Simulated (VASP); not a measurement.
# C (Fd-3m) in VASP: notebook

C is run at these levels: RPBE, PBE+D4, BLYP+D3(BJ), BLYP+D4; tasks: single point, relaxation of cell and atoms.

All numbers are computed with VASP 6.6.1; they aren't measurements. Logs are shortened: lines on timing, memory, paths and dates and some standing lists are left out, and cuts for length are marked.

**1. The cell of the first run**

It takes space group Fd-3m (No. 227, cubic). The conventional cell has a = 3.588 Å, b = 3.588 Å, c = 3.588 Å, α = 90.00°, β = 90.00°, γ = 90.00°. Within 2.1 Å of C (site symmetry -43m) lie 4 C at 1.55 Å.

**2. Single point, RPBE**

INCAR

```
PREC = Accurate ; ENCUT = 520
EDIFF = 1E-7 ; ISMEAR = -1
SIGMA = 0.05 ; LREAL = F
LASPH = T ; NELM = 100
ALGO = Normal ; ISIF = 2
LWAVE = F ; LCHARG = T
GGA = RP ; LELF = T
LVHAR = T ; NBANDS = 11
```

KPOINTS

```
Automatic mesh
0
Gamma
  13 13 13
```

POSCAR

```
C
1.0
    0.0000000000      1.7942211742      1.7942211742
    1.7942211742      0.0000000000      1.7942211742
    1.7942211742      1.7942211742      0.0000000000
C
2
Direct
    0.7500000000      0.7500000000      0.7500000000
    0.5000000000      0.5000000000      0.5000000000
```

Potentials or basis: VASP PAW PBE potentials, release 64 (C).

On the command line:

```bash
$ cat potpaw_PBE.64/C/POTCAR > POTCAR
$ mpirun -np 1 vasp_std > vasp.out
```

OUTCAR:

```text
PREC = Accurate
   ENCUT = 520
   EDIFF = 1E-7
   ISMEAR = -1
   LREAL = F
   LASPH = T
   NELM = 100
   ISIF = 2
   GGA = RP

 ion  position               nearest neighbor table
   1  0.750  0.750  0.750-   2 1.55   2 1.55   2 1.55   2 1.55
   2  0.500  0.500  0.500-   1 1.55   1 1.55   1 1.55   1 1.55

  LATTYP: Found a face centered cubic cell.
 ALAT       =     3.5884423484

  Lattice vectors:

 A1 = (   0.0000000000,   1.7942211742,   1.7942211742)
 A2 = (   1.7942211742,   0.0000000000,   1.7942211742)
 A3 = (   1.7942211742,   1.7942211742,   0.0000000000)

Analysis of symmetry for initial positions (statically):
=====================================================================
 Subroutine PRICEL returns:
 Original cell was already a primitive cell.

 Routine SETGRP: Setting up the symmetry group for a
 face centered cubic supercell.

 Subroutine GETGRP returns: Found 48 space group operations
 (whereof 24 operations were pure point group operations)
 out of a pool of 48 trial point group operations.

The static configuration has the point symmetry T_d .
 The point group associated with its full space group is O_h .

Analysis of symmetry for dynamics (positions and initial velocities):
=====================================================================
 Subroutine PRICEL returns:
 Original cell was already a primitive cell.

 Routine SETGRP: Setting up the symmetry group for a
 face centered cubic supercell.

 Subroutine GETGRP returns: Found 48 space group operations
 (whereof 24 operations were pure point group operations)
 out of a pool of 48 trial point group operations.

The dynamic configuration has the point symmetry T_d .
 The point group associated with its full space group is O_h .

 Subroutine INISYM returns: Found 48 space group operations
 (whereof 24 operations are pure point group operations),
 and found     1 'primitive' translations

----------------------------------------------------------------------------------------

                                     Primitive cell

  volume of cell :      11.5520

  direct lattice vectors                    reciprocal lattice vectors
     0.000000000  1.794221174  1.794221174    -0.278672444  0.278672444  0.278672444
     1.794221174  0.000000000  1.794221174     0.278672444 -0.278672444  0.278672444
     1.794221174  1.794221174  0.000000000     0.278672444  0.278672444 -0.278672444

  length of vectors
     2.537411918  2.537411918  2.537411918     0.482674832  0.482674832  0.482674832

  position of ions in fractional coordinates (direct lattice)
     0.750000000  0.750000000  0.750000000
     0.500000000  0.500000000  0.500000000

  ion indices of the primitive-cell ions
   primitive index   ion index
                 1           1
                 2           2

----------------------------------------------------------------------------------------

 KPOINTS: Automatic mesh

Automatic generation of k-mesh.
 Grid dimensions read from file:
 generate k-points for:   13   13   13

 Generating k-lattice:

  Cartesian coordinates                     Fractional coordinates (reciprocal lattice)
    -0.021436342  0.021436342  0.021436342     0.076923077  0.000000000  0.000000000
     0.021436342 -0.021436342  0.021436342     0.000000000  0.076923077  0.000000000
     0.021436342  0.021436342 -0.021436342     0.000000000  0.000000000  0.076923077

  Length of vectors
     0.037128833  0.037128833  0.037128833

  Shift w.r.t. Gamma in fractional coordinates (k-lattice)
     0.000000000  0.000000000  0.000000000

 Subroutine IBZKPT returns following result:
 ===========================================

 Found     84 irreducible k-points:

 Following reciprocal coordinates:
            Coordinates               Weight
  0.000000  0.000000  0.000000      1.000000
  0.076923  0.000000  0.000000      8.000000
  0.153846  0.000000  0.000000      8.000000
  0.230769  0.000000  0.000000      8.000000
  0.307692  0.000000  0.000000      8.000000
  0.384615  0.000000  0.000000      8.000000
[... 16 lines left out ...]
  0.384615  0.153846  0.000000     24.000000
  0.461538  0.153846  0.000000     24.000000
 [... further k-points ...]
   k-points           NKPTS =     84   k-points in BZ     NKDIM =     84   number of bands    NBANDS=     11
   number of dos      NEDOS =    301   number of ions     NIONS =      2
   total plane-waves  NPLWV =   8000
   dimension x,y,z NGX =    20 NGY =   20 NGZ =   20
   dimension x,y,z NGXF=    40 NGYF=   40 NGZF=   40
   ions per type =               2
   NGX,Y,Z   is equivalent  to a cutoff of  13.10, 13.10, 13.10 a.u.
   NGXF,Y,Z  is equivalent  to a cutoff of  26.21, 26.21, 26.21 a.u.
 SYSTEM =  unknown system
   PREC   = accura    normal or accurate (medium, high low for compatibility)
   ISTART =      0    job   : 0-new  1-cont  2-samecut
   ICHARG =      2    charge: 1-file 2-atom 10-const
   ISPIN  =      1    spin polarized calculation?
   LNONCOLLINEAR =      F non collinear calculations
   LSORBIT =      F    spin-orbit coupling
   LASPH  =      T    aspherical Exc in radial PAW
   ENCUT  =  520.0 eV  38.22 Ry    6.18 a.u.   4.72  4.72  4.72*2*pi/ulx,y,z
   NELM   =    100;   NELMIN=  2; NELMDL= -5     # of ELM steps
   EDIFF  = 0.1E-06   stopping-criterion for ELM
   LREAL  =      F    real-space projection
   EDIFFG = 0.1E-05   stopping-criterion for IOM
   NSW    =      0    number of steps for IOM
   IBRION =     -1    ionic relax: 0-MD 1-quasi-New 2-CG
   NFREE  =      0    steps in history (QN), initial steepest desc. (CG)
   ISIF   =      2    stress and relaxation
   ISYM   =      2    0-nonsym 1-usesym 2-fastsym
   POTIM  = 0.5000    time-step for ionic-motion
   TEBEG  =    0.0;   TEEND  =   0.0 temperature during run
   PSTRESS=    0.0 pullay stress
   NELECT =       8.0000    total number of electrons
   NUPDOWN=      -1.0000    fix difference up-down
   EMIN   =  10.00;   EMAX   =-10.00  energy-range for DOS
   EFERMI =   0.00;   METHOD = LEGACY
   ISMEAR =    -1;   SIGMA  =   0.05  broadening in eV -4-tet -1-fermi 0-gaus
   EFERMI_NEDOS =   21; number of points for ismear=-14 and -15
   IALGO  =     38    algorithm
   IMIX   =      4    mixing-type and parameters
     AMIX     =   0.40;   BMIX     =  1.00
     AMIX_MAG =   1.60;   BMIX_MAG =  1.00
  volume/ion in A,a.u.               =       5.78        38.98
  Fermi-wavevector in a.u.,A,eV,Ry     =   1.448390  2.737060 28.542759  2.097834
  Thomas-Fermi vector in A             =   2.566236
   LORBIT       =      0    0 simple, 1 ext, 2 COOP (PROOUT), +10 PAW based schemes
   GGA     = RP    functional components
   LHFCALC =     F    Hartree Fock is set to
   AEXX    =    0.0000 exact exchange contribution
   IVDW    =     0    specifies the selected vdW correction
   LEPSILON=     F    determine dielectric tensor
   LRPA    =     F    only Hartree local field effects (RPA)
 non-spin polarized calculation
  energy-cutoff  :      520.00
  volume of cell :       11.55
 maximum number of plane-waves:       331
   NGX =  9   NGY =  9   NGZ =  9

 number of electron       8.0000000 magnetization

 Free energy of the ion-electron system (eV)
  ---------------------------------------------------
  ext. energy  EPLUGINS =         0.00000000
  ---------------------------------------------------
  free energy    TOTEN  =       -17.23471559 eV

  energy without entropy =      -17.23471559  energy(sigma->0) =      -17.23471559

 E-fermi :  10.4847     XC(G=0): -13.0733

 val. band max:        9.5890195192   @ k =   0.0000   0.0000   0.0000
 cond. band min:      13.6886745407   @ k =   0.3846   0.3846   0.0000
 fundamental gap:      4.0996550215
 Fermi energy:        10.4847341508

 k-point     1 :       0.0000    0.0000    0.0000
  band No.  band energies     occupation
      1     -11.7219      2.00000
      2       9.5890      2.00000
      3       9.5890      2.00000
      4       9.5890      2.00000
      5      15.1329      0.00000
      6      15.1329      0.00000
      7      15.1329      0.00000
      8      22.4487      0.00000
      9      28.7741      0.00000
     10      35.8247      0.00000
     11      35.8247      0.00000

 k-point     2 :       0.0769    0.0000    0.0000
  band No.  band energies     occupation
      1     -11.5599      2.00000
      2       8.5312      2.00000
      3       9.3148      2.00000
      4       9.3148      2.00000
      5      15.4926      0.00000
      6      15.4926      0.00000
      7      15.7457      0.00000
      8      22.6107      0.00000
      9      29.0525      0.00000
     10      33.9529      0.00000
     11      33.9529      0.00000

 k-point     3 :       0.1538    0.0000    0.0000
  band No.  band energies     occupation
      1     -11.0756      2.00000
      2       6.2800      2.00000
      3       8.6952      2.00000
      4       8.6952      2.00000
      5      16.3093      0.00000
      6      16.3093      0.00000
      7      16.7249      0.00000
      8      23.0843      0.00000
      9      29.6719      0.00000
     10      32.3967      0.00000
     11      32.3967      0.00000

 k-point     4 :       0.2308    0.0000    0.0000
  band No.  band energies     occupation
      1     -10.2754      2.00000
      2       3.7024      2.00000
      3       8.0232      2.00000
      4       8.0232      2.00000
      5      17.1374      0.00000
      6      17.1374      0.00000
      7      17.4226      0.00000
      8      23.7783      0.00000
      9      30.1339      0.00000
     10      31.7977      0.00000
     11      31.7977      0.00000

 k-point     5 :       0.3077    0.0000    0.0000
  band No.  band energies     occupation
      1      -9.1738      2.00000
      2       1.1281      2.00000
      3       7.4549      2.00000
      4       7.4549      2.00000
      5      17.6868      0.00000
      6      17.6868      0.00000
      7      17.8234      0.00000
      8      24.4883      0.00000
      9      30.3305      0.00000
     10      32.2646      0.00000
     11      32.2646      0.00000
[... 211 lines left out ...]
 k-point    21 :       0.2308    0.1538    0.0000
  band No.  band energies     occupation
      1     -10.2733      2.00000
      2       5.4120      2.00000
      3       6.6033      2.00000
      4       7.2739      2.00000
      5      14.7522      0.00000
      6      19.1375      0.00000
      7      19.1984      0.00000
      8      21.6975      0.00000
      9      29.2243      0.00000
     10      30.7539      0.00000
     11      36.2888      0.00000

 k-point    22 :       0.3077    0.1538    0.0000
  band No.  band energies     occupation
      1      -9.3761      2.00000
      2       3.0540      2.00000
      3       6.0759      2.00000
      4       6.6335      2.00000
      5      15.4914      0.00000
      6      19.7680      0.00000
      7      19.9298      0.00000
      8      21.5456      0.00000
      9      29.9258      0.00000
     10      31.0675      0.00000
     11      35.9560      0.00000

 k-point    23 :       0.3846    0.1538    0.0000
  band No.  band energies     occupation
      1      -8.1902      2.00000
      2       0.6650      2.00000
      3       5.7833      2.00000
      4       5.8774      2.00000
      5      16.1734      0.00000
      6      20.0998      0.00000
      7      20.1966      0.00000
      8      22.1361      0.00000
      9      30.7069      0.00000
     10      31.2991      0.00000
     11      36.3351      0.00000

 k-point    24 :       0.4615    0.1538    0.0000
  band No.  band energies     occupation
      1      -6.7821      2.00000
      2      -1.5425      2.00000
      3       5.1924      2.00000
      4       5.7437      2.00000
      5      16.6051      0.00000
      6      20.0750      0.00000
      7      20.2423      0.00000
      8      23.3973      0.00000
      9      30.1059      0.00000
     10      32.6503      0.00000
     11      36.4371      0.00000

 [... further k-points ...]
[... 5 lines left out ...]
  --------------------------------------------------------------------------------------
  -------------------------------------------------------------------------------------
  Total        0.0389840      0.0389840      0.0389840      0.0000000      0.0000000      0.0000000
  in kB        5.4067791      5.4067791      5.4067791      0.0000000      0.0000000      0.0000000
  external PRESSURE =       5.4067791 kB  Pullay stress =       0.0000000 kB

 VOLUME and BASIS-vectors are now :
 -----------------------------------------------------------------------------
  energy-cutoff  :      520.00
  volume of cell :       11.55
      direct lattice vectors                 reciprocal lattice vectors
     0.000000000  1.794221174  1.794221174    -0.278672444  0.278672444  0.278672444
     1.794221174  0.000000000  1.794221174     0.278672444 -0.278672444  0.278672444
     1.794221174  1.794221174  0.000000000     0.278672444  0.278672444 -0.278672444

 POSITION                                       TOTAL-FORCE (eV/Angst)
 -----------------------------------------------------------------------------------
      2.69133      2.69133      2.69133        -0.000000     -0.000000     -0.000000
      1.79422      1.79422      1.79422         0.000000      0.000000      0.000000
 -----------------------------------------------------------------------------------
    total drift:                                0.000000     -0.000000      0.000000

  FREE ENERGIE OF THE ION-ELECTRON SYSTEM (eV)
  ---------------------------------------------------
  free  energy   TOTEN  =       -17.2347155915 eV

  energy  without entropy=      -17.2347155914  energy(sigma->0) =      -17.23471559
```

Run time: 9.6 s. Hardware: 1 thread of AMD EPYC 7R13 (Zen 3), shared host; peak memory 0.09 GiB.

Results:

```
Free energy            : -17.2347 eV
Pressure               : 0.5 GPa
Band gap on the k mesh : 4.10 eV, indirect (least direct gap 5.54 eV)
```

Levels at points of the mesh, in eV from the valence-band top:
```tsv
k point	band 2	band 3	band 4	band 5	band 6	band 7
(0.00, 0.00, 0.00)	0.00	0.00	0.00	5.54	5.54	5.54
```

Caveat: the PAW data sets were made with another functional, which shifts forces and pressure a little. A hybrid or GW would open this gap; RPBE tends to underestimate it.

**3. Relaxation of cell and atoms, PBE+D4**

This run uses another cell than the first one, of 5.67 Å³/atom, 0.982 times its volume.

INCAR

```
SYSTEM = C
PREC     = Accurate       ! precision mode
ENCUT    = 600            ! plane-wave cutoff, eV
EDIFF    = 1E-7           ! SCF threshold, eV
ISMEAR   = -1             ! smearing method
SIGMA    = 0.05           ! smearing width, eV
LREAL    = .FALSE.        ! projectors in reciprocal space
LASPH    = .TRUE.         ! aspherical terms in the spheres
NELM     = 100            ! most SCF steps
ALGO     = Normal         ! electronic algorithm
ISIF     = 3              ! what is computed and relaxed
LWAVE    = .FALSE.        ! write WAVECAR
LCHARG   = .FALSE.        ! write CHGCAR
GGA      = PE             ! functional
IVDW     = 13             ! dispersion correction
IBRION   = 2              ! ionic algorithm
NSW      = 80             ! ionic steps
EDIFFG   = -0.01          ! ionic threshold
```

KPOINTS

```
regular mesh
0
G
  13 13 13
  0 0 0
```

POSCAR

```
C
1.0
    0.0000000000      1.7833700000      1.7833700000
    1.7833700000      0.0000000000      1.7833700000
    1.7833700000      1.7833700000      0.0000000000
C
2
Direct
    0.7500000000      0.7500000000      0.7500000000
    0.5000000000      0.5000000000      0.5000000000
```

Potentials or basis: VASP PAW PBE potentials, release 64 (C).

On the command line:

```bash
$ cat potpaw_PBE.64/C/POTCAR > POTCAR
$ mpirun -np 1 vasp_std > vasp.out
```

Wall time 21 s (1 thread of AMD EPYC 7R13 (Zen 3), shared host); peak memory 0.09 GiB.

It converged, with:

| Quantity | Value |
| --- | --- |
| Free energy | -18.6174 eV |
| Relaxed volume | 5.63 Å³/atom |
| Relaxed cell | a = 2.515 Å, b = 2.515 Å, c = 2.515 Å, α = 60.00°, β = 60.00°, γ = 60.00° |
| Space group after relaxing (to 0.05 Å) | Fd-3m (No. 227) |
| Energy gained by relaxing | 0.5 meV/atom |
| Ionic steps | 3 |
| Pressure after relaxing | 0.0 GPa |
| Band gap on the k mesh | 4.16 eV, indirect (least direct gap 5.61 eV) |
| Dispersion energy per atom | -0.215 eV |

The path:
```
step  energy change (eV)  largest force (eV/Å)  pressure (GPa)  volume (Å³)
   1              0.0000                0.0000           -3.50        11.34
   2              0.0005                0.0000            4.49        11.14
   3             -0.0010                0.0000            0.01        11.25
```

Final structure:
```
C
1.0
     0.00000    1.77860    1.77860
     1.77860    0.00000    1.77860
     1.77860    1.77860    0.00000
C
2
Direct
  0.75000 0.75000 0.75000
  0.50000 0.50000 0.50000
```

Levels at points of the mesh, in eV from the valence-band top:
```tsv
k point	band 1	band 2	band 3	band 4	band 5	band 6	band 7	band 8
(0.00, 0.00, 0.00)	-21.58	0.00	0.00	0.00	5.61	5.61	5.61	13.52
```

(Part 1 of 2 ends here.)
